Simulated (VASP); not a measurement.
# Sr (I4/mmm) in VASP: a series of runs

Runs on Sr. Level: LDA. Tasks: single point.

Everything below comes from runs of VASP 6.6.1. Logs are shortened: lines on timing, memory, paths and dates and some standing lists are left out, and cuts for length are marked.

**1. The cell of the first run**

The structure is tetragonal, space group I4/mmm (No. 139). The conventional cell has a = 4.777 Å, b = 4.777 Å, c = 4.995 Å, α = 90.00°, β = 90.00°, γ = 90.00°. Within 5.5 Å of Sr (site symmetry 4/mmm) lie 14 Sr at 4.20 to 5.00 Å.

**2. Single point, LDA (strain -0.015 along x and y, +0.030 along z)**

Contents of INCAR:

```
  ALGO = Fast
  EDIFF = 1E-6
  ENCUT = 520
  GGA = CA
  ISIF = 2
  ISMEAR = 0
  LASPH = T
  LCHARG = T
  LELF = T
  LREAL = F
  LVHAR = T
  LWAVE = F
  NBANDS = 11
  NELM = 100
  PREC = Accurate
  SIGMA = 0.15
```

Contents of KPOINTS:

```
k-points
0
Gamma
  14 14 14
```

Contents of POSCAR:

```
Sr
1.0
   -2.3886250000      2.3886250000      2.4977500000
    2.3886250000     -2.3886250000      2.4977500000
    2.3886250000      2.3886250000     -2.4977500000
Sr
1
Direct
    0.0000000000      0.0000000000      0.0000000000
```

Potentials or basis: VASP PAW LDA potentials, release 64 (Sr_sv).

Command:

```sh
$ cat potpaw_LDA.64/Sr_sv/POTCAR > POTCAR
$ mpirun -np 1 vasp_std > vasp.out
```

OUTCAR:

```text
EDIFF = 1E-6
   ENCUT = 520
   GGA = CA
   ISIF = 2
   ISMEAR = 0
   LASPH = T
   LREAL = F
   NELM = 100
   PREC = Accurate

 ion  position               nearest neighbor table
   1  0.000  0.000  0.000-

  LATTYP: Found a body centered tetragonal cell.
 ALAT       =     4.7772500000
 C/A-ratio  =     1.0456852792

  Lattice vectors:

 A1 = (  -2.3886250000,   2.3886250000,   2.4977500000)
 A2 = (   2.3886250000,  -2.3886250000,   2.4977500000)
 A3 = (   2.3886250000,   2.3886250000,  -2.4977500000)

Analysis of symmetry for initial positions (statically):
=====================================================================
 Subroutine PRICEL returns:
 Original cell was already a primitive cell.

 Routine SETGRP: Setting up the symmetry group for a
 body centered tetragonal supercell.

 Subroutine GETGRP returns: Found 16 space group operations
 (whereof 16 operations were pure point group operations)
 out of a pool of 16 trial point group operations.

The static configuration has the point symmetry D_4h.

Analysis of symmetry for dynamics (positions and initial velocities):
=====================================================================
 Subroutine PRICEL returns:
 Original cell was already a primitive cell.

 Routine SETGRP: Setting up the symmetry group for a
 body centered tetragonal supercell.

 Subroutine GETGRP returns: Found 16 space group operations
 (whereof 16 operations were pure point group operations)
 out of a pool of 16 trial point group operations.

The dynamic configuration has the point symmetry D_4h.

 Subroutine INISYM returns: Found 16 space group operations
 (whereof 16 operations are pure point group operations),
 and found     1 'primitive' translations

----------------------------------------------------------------------------------------

                                     Primitive cell

  volume of cell :      57.0039

  direct lattice vectors                    reciprocal lattice vectors
    -2.388625000  2.388625000  2.497750000     0.000000000  0.209325449  0.200180162
     2.388625000 -2.388625000  2.497750000     0.209325449  0.000000000  0.200180162
     2.388625000  2.388625000 -2.497750000     0.209325449  0.209325449  0.000000000

  length of vectors
     4.201168152  4.201168152  4.201168152     0.289636394  0.289636394  0.296030889

  position of ions in fractional coordinates (direct lattice)
     0.000000000  0.000000000  0.000000000

  ion indices of the primitive-cell ions
   primitive index   ion index
[... 80 lines left out ...]
   ISYM   =      2    0-nonsym 1-usesym 2-fastsym
   POTIM  = 0.5000    time-step for ionic-motion
   TEBEG  =    0.0;   TEEND  =   0.0 temperature during run
   PSTRESS=    0.0 pullay stress
   NELECT =      10.0000    total number of electrons
   NUPDOWN=      -1.0000    fix difference up-down
   EMIN   =  10.00;   EMAX   =-10.00  energy-range for DOS
   EFERMI =   0.00;   METHOD = LEGACY
   ISMEAR =     0;   SIGMA  =   0.15  broadening in eV -4-tet -1-fermi 0-gaus
   EFERMI_NEDOS =   21; number of points for ismear=-14 and -15
   IALGO  =     68    algorithm
   IMIX   =      4    mixing-type and parameters
     AMIX     =   0.40;   BMIX     =  1.00
     AMIX_MAG =   1.60;   BMIX_MAG =  1.00
  volume/ion in A,a.u.               =      57.00       384.68
  Fermi-wavevector in a.u.,A,eV,Ry     =   0.916445  1.731830 11.427151  0.839872
  Thomas-Fermi vector in A             =   2.041302
   LORBIT       =      0    0 simple, 1 ext, 2 COOP (PROOUT), +10 PAW based schemes
   GGA     = CA    functional components
   LHFCALC =     F    Hartree Fock is set to
   AEXX    =    0.0000 exact exchange contribution
   IVDW    =     0    specifies the selected vdW correction
   LEPSILON=     F    determine dielectric tensor
   LRPA    =     F    only Hartree local field effects (RPA)
 non-spin polarized calculation
 RMM-DIIS sequential band-by-band and
 Gauss-broadening in eV      SIGMA  =   0.15
  energy-cutoff  :      520.00
  volume of cell :       57.00
 maximum number of plane-waves:      1556
   NGX = 15   NGY = 15   NGZ = 15

 number of electron      10.0000000 magnetization

 Free energy of the ion-electron system (eV)
  ---------------------------------------------------
  ext. energy  EPLUGINS =         0.00000000
  ---------------------------------------------------
  free energy    TOTEN  =        -1.84484002 eV

  energy without entropy =       -1.83143162  energy(sigma->0) =       -1.83813582

 E-fermi :   1.3140     XC(G=0):  -7.4447

 val. band max:        1.3043115873   @ k =  -0.4286   0.5000   0.3571
 cond. band min:       1.3202354843   @ k =  -0.2857   0.5000   0.2857
 fundamental gap:      0.0159238970
 Fermi energy:         1.3140196267

 k-point     1 :       0.0000    0.0000    0.0000
  band No.  band energies     occupation
      1     -35.2292      2.00000
      2     -17.2168      2.00000
      3     -17.2168      2.00000
      4     -17.2141      2.00000
      5      -2.2995      2.00000
      6       3.4422      0.00000
      7       3.4422      0.00000
      8       3.6808      0.00000
      9       4.6435      0.00000
     10       4.9772      0.00000
     11       9.0824      0.00000
[... 309 lines left out ...]
 k-point    24 :       0.2857    0.1429    0.0000
  band No.  band energies     occupation
      1     -35.2177      2.00000
      2     -17.3584      2.00000
      3     -17.2716      2.00000
      4     -17.2247      2.00000
      5      -0.3196      2.00000
      6       2.0015      0.00000
      7       2.5501      0.00000
      8       4.5055      0.00000
      9       4.9773      0.00000
     10       5.6175      0.00000
     11       7.1546      0.00000

 [... further k-points ...]

------------------------ aborting loop because EDIFF is reached ----------------------------------------

  FORCE on cell =-STRESS in cart. coord.  units (eV):
  Direction    XX          YY          ZZ          XY          YZ          ZX
  --------------------------------------------------------------------------------------
  -------------------------------------------------------------------------------------
  Total       -0.6407222     -0.6407222     -0.6491895      0.0000000      0.0000000      0.0000000
  in kB      -18.0084146    -18.0084146    -18.2463983      0.0000000      0.0000000      0.0000000
  external PRESSURE =     -18.0877425 kB  Pullay stress =       0.0000000 kB

 VOLUME and BASIS-vectors are now :
 -----------------------------------------------------------------------------
  energy-cutoff  :      520.00
  volume of cell :       57.00
      direct lattice vectors                 reciprocal lattice vectors
    -2.388625000  2.388625000  2.497750000     0.000000000  0.209325449  0.200180162
     2.388625000 -2.388625000  2.497750000     0.209325449  0.000000000  0.200180162
     2.388625000  2.388625000 -2.497750000     0.209325449  0.209325449  0.000000000

 POSITION                                       TOTAL-FORCE (eV/Angst)
 -----------------------------------------------------------------------------------
      0.00000      0.00000      0.00000        -0.000000     -0.000000     -0.000000
 -----------------------------------------------------------------------------------
    total drift:                                0.000000      0.000000     -0.000000

  FREE ENERGIE OF THE ION-ELECTRON SYSTEM (eV)
  ---------------------------------------------------
  free  energy   TOTEN  =        -1.8448400184 eV

  energy  without entropy=       -1.8314316165  energy(sigma->0) =       -1.83813582
```

OSZICAR:

```text
N       E                     dE             d eps       ncg     rms          rms(c)
DAV:   1     0.358981912098E+02    0.35898E+02   -0.47170E+03  5376   0.777E+02
DAV:   2    -0.143093003159E+00   -0.36041E+02   -0.35478E+02  6268   0.154E+02
DAV:   3    -0.176993883702E+01   -0.16268E+01   -0.16074E+01  8004   0.239E+01
DAV:   4    -0.184420122304E+01   -0.74262E-01   -0.74092E-01  7271   0.467E+00
DAV:   5    -0.184534419509E+01   -0.11430E-02   -0.11428E-02  7525   0.481E-01    0.105E+01
RMM:   6    -0.184497863756E+01    0.36556E-03   -0.60000E-03  5677   0.959E-01    0.586E+00
RMM:   7    -0.184459318279E+01    0.38545E-03   -0.11145E-02  6087   0.134E+00    0.295E-01
RMM:   8    -0.184471911089E+01   -0.12593E-03   -0.33753E-03  7341   0.410E-01    0.630E-02
RMM:   9    -0.184481536721E+01   -0.96256E-04   -0.73295E-04  8554   0.123E-01    0.606E-02
RMM:  10    -0.184483381259E+01   -0.18445E-04   -0.10370E-04  8146   0.585E-02    0.813E-02
RMM:  11    -0.184483918065E+01   -0.53681E-05   -0.33230E-05  8546   0.265E-02    0.989E-03
RMM:  12    -0.184484001835E+01   -0.83770E-06   -0.59018E-06  6855   0.103E-02
   1 F= -.18448400E+01 E0= -.18381358E+01  d E =-.134084E-01
```

Wall time 2.1 min (1 thread of AMD EPYC 7R13 (Zen 3), shared host); peak memory 0.24 GiB.

What came out:

| Item | Value |
| --- | --- |
| Free energy | -1.8448 eV |
| Pressure | -1.8 GPa |
| Band gap on the k mesh | zero (bands 5 and 6 overlap by 0.30 eV) |

Caveat: the cell differs from its parent crystal (strain -0.015 along x and y, +0.030 along z).

**3. Single point, LDA (strain +0.015 along x and y, -0.030 along z)**

Contents of INCAR:

```
SYSTEM = Sr
  PREC = Accurate
  ENCUT = 520
  EDIFF = 1E-7
  ISMEAR = 0
  SIGMA = 0.15
  LREAL = .False.
  LASPH = .True.
  NELM = 60
  ALGO = Fast
  ISIF = 2
  LWAVE = .False.
  LCHARG = .False.
  GGA = CA
  NBANDS = 11
```

Contents of KPOINTS:

```
Automatic mesh
0
Gamma
  14 14 14
  0 0 0
```

Contents of POSCAR:

```
Sr
1.0
   -2.4613750000      2.4613750000      2.3522500000
    2.4613750000     -2.4613750000      2.3522500000
    2.4613750000      2.4613750000     -2.3522500000
Sr
1
Direct
    0.0000000000      0.0000000000      0.0000000000
```

Potentials or basis: VASP PAW LDA potentials, release 64 (Sr_sv).

Command:

```sh
$ cat potpaw_LDA.64/Sr_sv/POTCAR > POTCAR
$ mpirun -np 1 vasp_std > vasp.out
```

It took 2.2 min on 1 thread of AMD EPYC 7R13 (Zen 3), shared host; peak memory 0.24 GiB.

Results (log left out):

```
Free energy            : -1.8446 eV
Pressure               : -1.8 GPa
Band gap on the k mesh : zero (bands 5 and 6 overlap by 0.30 eV)
```

Stress tensor (GPa, compression positive):
```
-1.84  0.00  0.00
 0.00 -1.84  0.00
 0.00  0.00 -1.74
```

Levels at points of the mesh, in eV from the Fermi level:
| k point | band 2 | band 3 | band 4 | band 5 | band 6 | band 7 | band 8 | band 9 |
| --- | --- | --- | --- | --- | --- | --- | --- | --- |
| (0.00, 0.00, 0.00) | -18.53 | -18.53 | -18.53 | -3.61 | 2.04 | 2.29 | 2.29 | 3.32 |
| (0.50, 0.00, 0.00) | -18.71 | -18.59 | -18.53 | -1.00 | 0.27 | 1.03 | 3.34 | 4.05 |
| (0.50, 0.50, 0.00) | -18.71 | -18.59 | -18.52 | -1.10 | 0.15 | 1.31 | 3.09 | 3.84 |
| (0.50, 0.50, 0.50) | -18.66 | -18.66 | -18.65 | -0.16 | -0.08 | 3.27 | 3.27 | 3.88 |

Caveat: the cell differs from its parent crystal (strain +0.015 along x and y, -0.030 along z).
